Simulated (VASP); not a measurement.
# GaP (R-3m) in VASP: a series of runs

Runs on GaP. Level: PBE. Tasks: single point.

All numbers are computed with VASP 6.6.1; they aren't measurements. Logs are shortened: lines on timing, memory, paths and dates and some standing lists are left out, and cuts for length are marked.

**1. The cell of the first run**

Symmetry: R-3m, No. 166, trigonal system. Conventional cell: a = 3.782 Å, b = 3.782 Å, c = 20.369 Å, α = 90.00°, β = 90.00°, γ = 120.00°. Within 3.1 Å of Ga (site symmetry 3m) lie 3 P at 2.37 Å and 1 Ga at 2.62 Å. Within 3.1 Å of P (site symmetry 3m) lie 1 P at 2.34 Å and 3 Ga at 2.37 Å.

**2. Single point, PBE (volume 21.027 Å^3 an atom, c/a of the conventional cell 5.3856)**

File INCAR:

```
SYSTEM = GaP
PREC     = Accurate       ! precision mode
ENCUT    = 520            ! plane-wave cutoff, eV
EDIFF    = 1E-6           ! SCF threshold, eV
ISMEAR   = 0              ! smearing method
SIGMA    = 0.05           ! smearing width, eV
LREAL    = .FALSE.        ! projectors in reciprocal space
LASPH    = .TRUE.         ! aspherical terms in the spheres
NELM     = 60             ! most SCF steps
ALGO     = Normal         ! electronic algorithm
ISIF     = 2              ! what is computed and relaxed
LWAVE    = .FALSE.        ! write WAVECAR
LCHARG   = .TRUE.         ! write CHGCAR
GGA      = PE             ! functional
LELF     = .TRUE.         ! ELF
LVHAR    = .TRUE.       
NBANDS   = 26             ! bands
```

File KPOINTS:

```
regular mesh
0
G
  9 9 9
  0 0 0
```

File POSCAR:

```
GaP
1.0
    1.8910480484      1.0917970998      6.7896189131
   -1.8910480484      1.0917970998      6.7896189131
    0.0000000000     -2.1835941996      6.7896189131
Ga P
2 2
Direct
    0.4355841032      0.4355841032      0.4355841032
    0.5644158968      0.5644158968      0.5644158968
    0.0575077006      0.0575077006      0.0575077006
    0.9424922994      0.9424922994      0.9424922994
```

Potentials or basis: VASP PAW PBE potentials, release 64 (Ga_d, P).

Started as:

```bash
cat potpaw_PBE.64/Ga_d/POTCAR potpaw_PBE.64/P/POTCAR > POTCAR
mpirun -np 1 vasp_std > vasp.out
```

OUTCAR:

```text
SYSTEM = GaP
   PREC = Accurate
   ENCUT = 520
   EDIFF = 1E-6
   ISMEAR = 0
   LREAL = .FALSE.
   LASPH = .TRUE.
   NELM = 60
   ISIF = 2
   GGA = PE

 ion  position               nearest neighbor table
   1  0.436  0.436  0.436-   3 2.37   3 2.37   3 2.37   2 2.62
   2  0.564  0.564  0.564-   4 2.37   4 2.37   4 2.37   1 2.62
   3  0.058  0.058  0.058-   4 2.34   1 2.37   1 2.37   1 2.37
   4  0.942  0.942  0.942-   3 2.34   2 2.37   2 2.37   2 2.37

  LATTYP: Found a trigonal (rhomboedric) cell.
 ALAT       =     7.1321110909
 COS(alpha) =     0.8593955957

  Lattice vectors:

 A1 = (   1.8910480484,   1.0917970998,   6.7896189131)
 A2 = (  -1.8910480484,   1.0917970998,   6.7896189131)
 A3 = (   0.0000000000,  -2.1835941996,   6.7896189131)

Analysis of symmetry for initial positions (statically):
=====================================================================
 Subroutine PRICEL returns:
 Original cell was already a primitive cell.

 Routine SETGRP: Setting up the symmetry group for a
 trigonal (rhombohedral) supercell.

 Subroutine GETGRP returns: Found 12 space group operations
 (whereof 12 operations were pure point group operations)
 out of a pool of 12 trial point group operations.

The static configuration has the point symmetry D_3d.

Analysis of symmetry for dynamics (positions and initial velocities):
=====================================================================
 Subroutine PRICEL returns:
 Original cell was already a primitive cell.

 Routine SETGRP: Setting up the symmetry group for a
 trigonal (rhombohedral) supercell.

 Subroutine GETGRP returns: Found 12 space group operations
 (whereof 12 operations were pure point group operations)
 out of a pool of 12 trial point group operations.

The dynamic configuration has the point symmetry D_3d.

 Subroutine INISYM returns: Found 12 space group operations
 (whereof 12 operations are pure point group operations),
 and found     1 'primitive' translations

----------------------------------------------------------------------------------------

                                     Primitive cell

  volume of cell :      84.1087

  direct lattice vectors                    reciprocal lattice vectors
     1.891048048  1.091797100  6.789618913     0.264403647  0.152653517  0.049094557
    -1.891048048  1.091797100  6.789618913    -0.264403647  0.152653517  0.049094557
     0.000000000 -2.183594200  6.789618913     0.000000000 -0.305307033  0.049094557

  length of vectors
     7.132111091  7.132111091  7.132111091     0.309229138  0.309229138  0.309229138

  position of ions in fractional coordinates (direct lattice)
     0.435584103  0.435584103  0.435584103
     0.564415897  0.564415897  0.564415897
     0.057507701  0.057507701  0.057507701
     0.942492299  0.942492299  0.942492299

  ion indices of the primitive-cell ions
   primitive index   ion index
                 1           1
                 2           2
                 3           3
                 4           4

----------------------------------------------------------------------------------------

 KPOINTS: regular mesh

Automatic generation of k-mesh.
 Grid dimensions read from file:
 generate k-points for:    9    9    9

 Generating k-lattice:

  Cartesian coordinates                     Fractional coordinates (reciprocal lattice)
     0.029378183  0.016961502  0.005454951     0.111111111  0.000000000  0.000000000
    -0.029378183  0.016961502  0.005454951     0.000000000  0.111111111  0.000000000
     0.000000000 -0.033923004  0.005454951     0.000000000  0.000000000  0.111111111

  Length of vectors
     0.034358793  0.034358793  0.034358793

  Shift w.r.t. Gamma in fractional coordinates (k-lattice)
     0.000000000  0.000000000  0.000000000

 Subroutine IBZKPT returns following result:
 ===========================================

 Found     85 irreducible k-points:

 Following reciprocal coordinates:
            Coordinates               Weight
  0.000000  0.000000  0.000000      1.000000
  0.111111 -0.000000 -0.000000      6.000000
  0.222222  0.000000 -0.000000      6.000000
  0.333333 -0.000000 -0.000000      6.000000
  0.444444  0.000000 -0.000000      6.000000
  0.111111  0.111111 -0.000000      6.000000
[... 16 lines left out ...]
 -0.333333  0.333333  0.000000      6.000000
  0.444444  0.444444 -0.000000      6.000000
 [... further k-points ...]
   k-points           NKPTS =     85   k-points in BZ     NKDIM =     85   number of bands    NBANDS=     26
   number of dos      NEDOS =    301   number of ions     NIONS =      4
   total plane-waves  NPLWV = 157464
   dimension x,y,z NGX =    54 NGY =   54 NGZ =   54
   dimension x,y,z NGXF=   108 NGYF=  108 NGZF=  108
   ions per type =               2   2
   NGX,Y,Z   is equivalent  to a cutoff of  12.59, 12.59, 12.59 a.u.
   NGXF,Y,Z  is equivalent  to a cutoff of  25.17, 25.17, 25.17 a.u.
 SYSTEM =  GaP
   PREC   = accura    normal or accurate (medium, high low for compatibility)
   ISTART =      0    job   : 0-new  1-cont  2-samecut
   ICHARG =      2    charge: 1-file 2-atom 10-const
   ISPIN  =      1    spin polarized calculation?
   LNONCOLLINEAR =      F non collinear calculations
   LSORBIT =      F    spin-orbit coupling
   LASPH  =      T    aspherical Exc in radial PAW
   ENCUT  =  520.0 eV  38.22 Ry    6.18 a.u.  13.26 13.26 13.26*2*pi/ulx,y,z
   NELM   =     60;   NELMIN=  2; NELMDL= -5     # of ELM steps
   EDIFF  = 0.1E-05   stopping-criterion for ELM
   LREAL  =      F    real-space projection
   EDIFFG = 0.1E-04   stopping-criterion for IOM
   NSW    =      0    number of steps for IOM
   IBRION =     -1    ionic relax: 0-MD 1-quasi-New 2-CG
   NFREE  =      0    steps in history (QN), initial steepest desc. (CG)
   ISIF   =      2    stress and relaxation
   ISYM   =      2    0-nonsym 1-usesym 2-fastsym
   POTIM  = 0.5000    time-step for ionic-motion
   TEBEG  =    0.0;   TEEND  =   0.0 temperature during run
   PSTRESS=    0.0 pullay stress
   NELECT =      36.0000    total number of electrons
   NUPDOWN=      -1.0000    fix difference up-down
   EMIN   =  10.00;   EMAX   =-10.00  energy-range for DOS
   EFERMI =   0.00;   METHOD = LEGACY
   ISMEAR =     0;   SIGMA  =   0.05  broadening in eV -4-tet -1-fermi 0-gaus
   EFERMI_NEDOS =   21; number of points for ismear=-14 and -15
   IALGO  =     38    algorithm
   IMIX   =      4    mixing-type and parameters
     AMIX     =   0.40;   BMIX     =  1.00
     AMIX_MAG =   1.60;   BMIX_MAG =  1.00
  volume/ion in A,a.u.               =      21.03       141.90
  Fermi-wavevector in a.u.,A,eV,Ry     =   1.233754  2.331457 20.710097  1.522149
  Thomas-Fermi vector in A             =   2.368472
   LORBIT       =      0    0 simple, 1 ext, 2 COOP (PROOUT), +10 PAW based schemes
   GGA     = PE    functional components
   LHFCALC =     F    Hartree Fock is set to
   AEXX    =    0.0000 exact exchange contribution
   IVDW    =     0    specifies the selected vdW correction
   LEPSILON=     F    determine dielectric tensor
   LRPA    =     F    only Hartree local field effects (RPA)
 non-spin polarized calculation
 Gauss-broadening in eV      SIGMA  =   0.05
  energy-cutoff  :      520.00
  volume of cell :       84.11
 maximum number of plane-waves:      2279
 NGX is ok and might be reduce to    54
   NGX = 27   NGY = 27   NGZ = 27

 number of electron      36.0000006 magnetization

 Free energy of the ion-electron system (eV)
  ---------------------------------------------------
  ext. energy  EPLUGINS =         0.00000000
  ---------------------------------------------------
  free energy    TOTEN  =       -17.54095540 eV

  energy without entropy =      -17.54095540  energy(sigma->0) =      -17.54095540

 E-fermi :   4.9284     XC(G=0):  -9.6826

 val. band max:        4.6664246775   @ k =   0.0000   0.0000   0.0000
 cond. band min:       5.1704886789   @ k =   0.0000   0.0000   0.0000
 fundamental gap:      0.5040640014
 Fermi energy:         4.9284424722

 k-point     1 :       0.0000    0.0000    0.0000
  band No.  band energies     occupation
      1     -10.1216      2.00000
      2     -10.0457      2.00000
      3     -10.0457      2.00000
      4     -10.0407      2.00000
      5     -10.0407      2.00000
      6      -9.9727      2.00000
[... 18 lines left out ...]
     25       9.3240      0.00000
     26      12.9338      0.00000

 k-point     2 :       0.1111   -0.0000   -0.0000
  band No.  band energies     occupation
      1     -10.1215      2.00000
      2     -10.0581      2.00000
      3     -10.0503      2.00000
      4     -10.0424      2.00000
      5     -10.0347      2.00000
      6      -9.9753      2.00000
[... 18 lines left out ...]
     25       9.7720      0.00000
     26      12.6788      0.00000

 k-point     3 :       0.2222    0.0000   -0.0000
  band No.  band energies     occupation
      1     -10.1291      2.00000
      2     -10.0854      2.00000
      3     -10.0631      2.00000
      4     -10.0354      2.00000
      5     -10.0194      2.00000
      6      -9.9822      2.00000
[... 18 lines left out ...]
     25      10.8339      0.00000
     26      11.6065      0.00000

 k-point     4 :       0.3333   -0.0000   -0.0000
  band No.  band energies     occupation
      1     -10.1496      2.00000
      2     -10.1101      2.00000
      3     -10.0634      2.00000
      4     -10.0298      2.00000
      5     -10.0024      2.00000
      6      -9.9902      2.00000
[... 18 lines left out ...]
     25      11.5284      0.00000
     26      11.6798      0.00000

 k-point     5 :       0.4444    0.0000   -0.0000
  band No.  band energies     occupation
      1     -10.1654      2.00000
      2     -10.1245      2.00000
      3     -10.0596      2.00000
      4     -10.0275      2.00000
      5      -9.9956      2.00000
      6      -9.9915      2.00000
[... 18 lines left out ...]
     25      10.7608      0.00000
     26      11.3691      0.00000

 k-point     6 :       0.1111    0.1111   -0.0000
  band No.  band energies     occupation
      1     -10.1214      2.00000
      2     -10.0562      2.00000
      3     -10.0519      2.00000
      4     -10.0428      2.00000
      5     -10.0344      2.00000
      6      -9.9753      2.00000
[... 427 lines left out ...]
 k-point    21 :       0.4444    0.3333   -0.0000
  band No.  band energies     occupation
      1     -10.1525      2.00000
      2     -10.1125      2.00000
      3     -10.0698      2.00000
      4     -10.0306      2.00000
      5     -10.0026      2.00000
      6      -9.9854      2.00000
[... 18 lines left out ...]
     25      12.6173      0.00000
     26      12.8003      0.00000

 k-point    22 :      -0.4444    0.3333    0.0000
  band No.  band energies     occupation
      1     -10.1556      2.00000
      2     -10.1147      2.00000
      3     -10.0698      2.00000
      4     -10.0278      2.00000
      5     -10.0116      2.00000
      6      -9.9755      2.00000
[... 18 lines left out ...]
     25      12.4550      0.00000
     26      12.7207      0.00000

 k-point    23 :      -0.3333    0.3333    0.0000
  band No.  band energies     occupation
      1     -10.1589      2.00000
      2     -10.1123      2.00000
      3     -10.0697      2.00000
      4     -10.0214      2.00000
      5     -10.0213      2.00000
      6      -9.9655      2.00000
[... 18 lines left out ...]
     25      11.7135      0.00000
     26      12.8221      0.00000

 k-point    24 :       0.4444    0.4444   -0.0000
  band No.  band energies     occupation
      1     -10.1583      2.00000
      2     -10.1205      2.00000
      3     -10.0661      2.00000
      4     -10.0308      2.00000
      5      -9.9953      2.00000
      6      -9.9903      2.00000
[... 18 lines left out ...]
     25      12.8109      0.00000
     26      14.1360      0.00000

 [... further k-points ...]
[... 5 lines left out ...]
  --------------------------------------------------------------------------------------
  -------------------------------------------------------------------------------------
  Total        2.3875321      2.3875321     -4.6723456      0.0000000      0.0000000      0.0000000
  in kB       45.4798113     45.4798113    -89.0029482      0.0000000      0.0000000      0.0000000
  external PRESSURE =       0.6522248 kB  Pullay stress =       0.0000000 kB

 VOLUME and BASIS-vectors are now :
 -----------------------------------------------------------------------------
  energy-cutoff  :      520.00
  volume of cell :       84.11
      direct lattice vectors                 reciprocal lattice vectors
     1.891048048  1.091797100  6.789618913     0.264403647  0.152653517  0.049094557
    -1.891048048  1.091797100  6.789618913    -0.264403647  0.152653517  0.049094557
     0.000000000 -2.183594200  6.789618913     0.000000000 -0.305307033  0.049094557

 POSITION                                       TOTAL-FORCE (eV/Angst)
 -----------------------------------------------------------------------------------
      0.00000      0.00000      8.87235         0.000000     -0.000000      0.332400
      0.00000      0.00000     11.49651         0.000000      0.000000     -0.332400
      0.00000      0.00000      1.17137         0.000000     -0.000000     -0.705331
      0.00000      0.00000     19.19749         0.000000      0.000000      0.705331
 -----------------------------------------------------------------------------------
    total drift:                                0.000000      0.000000      0.000000

  FREE ENERGIE OF THE ION-ELECTRON SYSTEM (eV)
  ---------------------------------------------------
  free  energy   TOTEN  =       -17.5409553967 eV

  energy  without entropy=      -17.5409553967  energy(sigma->0) =      -17.54095540
```

Run time: 4.3 min. Hardware: 1 thread of Intel Xeon 6975P-C (Granite Rapids), shared host; peak memory 0.48 GiB.

What came out:

- Free energy: -17.5410 eV
- Pressure: 0.1 GPa
- Largest force: 0.705 eV/Å
- Band gap on the k mesh: 0.50 eV, direct

Forces on the atoms (eV/Å):
```
Ga   0.000  0.000  0.332
Ga   0.000  0.000 -0.332
P    0.000  0.000 -0.705
P    0.000  0.000  0.705
```

**3. Single point, PBE (volume 22.149 Å^3 an atom, c/a of the conventional cell 5.1734)**

File INCAR:

```
SYSTEM = GaP
ALGO     = Normal         ! electronic algorithm
EDIFF    = 1E-7           ! SCF threshold, eV
ENCUT    = 520            ! plane-wave cutoff, eV
GGA      = PE             ! functional
ISIF     = 2              ! what is computed and relaxed
ISMEAR   = 0              ! smearing method
LASPH    = .TRUE.         ! aspherical terms in the spheres
LCHARG   = .FALSE.        ! write CHGCAR
LREAL    = .FALSE.        ! projectors in reciprocal space
LWAVE    = .FALSE.        ! write WAVECAR
NBANDS   = 26             ! bands
NELM     = 80             ! most SCF steps
PREC     = Accurate       ! precision mode
SIGMA    = 0.05           ! smearing width, eV
```

File KPOINTS:

```
k-points
0
G
  9 9 9
  0 0 0
```

File POSCAR:

```
GaP
1.0
    1.9500521715      1.1258631461      6.7255999360
   -1.9500521715      1.1258631461      6.7255999360
    0.0000000000     -2.2517262923      6.7255999360
Ga P
2 2
Direct
    0.4355841032      0.4355841032      0.4355841032
    0.5644158968      0.5644158968      0.5644158968
    0.0575077006      0.0575077006      0.0575077006
    0.9424922994      0.9424922994      0.9424922994
```

Potentials or basis: VASP PAW PBE potentials, release 64 (Ga_d, P).

Started as:

```bash
cat potpaw_PBE.64/Ga_d/POTCAR potpaw_PBE.64/P/POTCAR > POTCAR
mpirun -np 1 vasp_std > vasp.out
```

Wall time 4.5 min (1 thread of Intel Xeon 6975P-C (Granite Rapids), shared host); peak memory 0.45 GiB.

The run converged. Its results:

| Quantity | Value |
| --- | --- |
| Free energy | -17.6343 eV |
| Pressure | -3.4 GPa |
| Largest force | 0.447 eV/Å |
| Band gap on the k mesh | 0.70 eV, indirect (least direct gap 0.73 eV) |

Forces in eV/Å, atoms in the order of the input:
```
Ga   0.000  0.000  0.081
Ga   0.000  0.000 -0.081
P    0.000  0.000 -0.447
P    0.000  0.000  0.447
```

Stress tensor (GPa, compression positive):
```
-1.20  0.00  0.00
 0.00 -1.20  0.00
 0.00  0.00 -7.87
```

Levels at points of the mesh, in eV from the valence-band top:
| k point | band 15 | band 16 | band 17 | band 18 | band 19 | band 20 | band 21 | band 22 |
| --- | --- | --- | --- | --- | --- | --- | --- | --- |
| (0.00, 0.00, 0.00) | -1.49 | -0.36 | 0.00 | 0.00 | 0.73 | 1.39 | 2.63 | 3.83 |

(Part 1 of 2 ends here.)
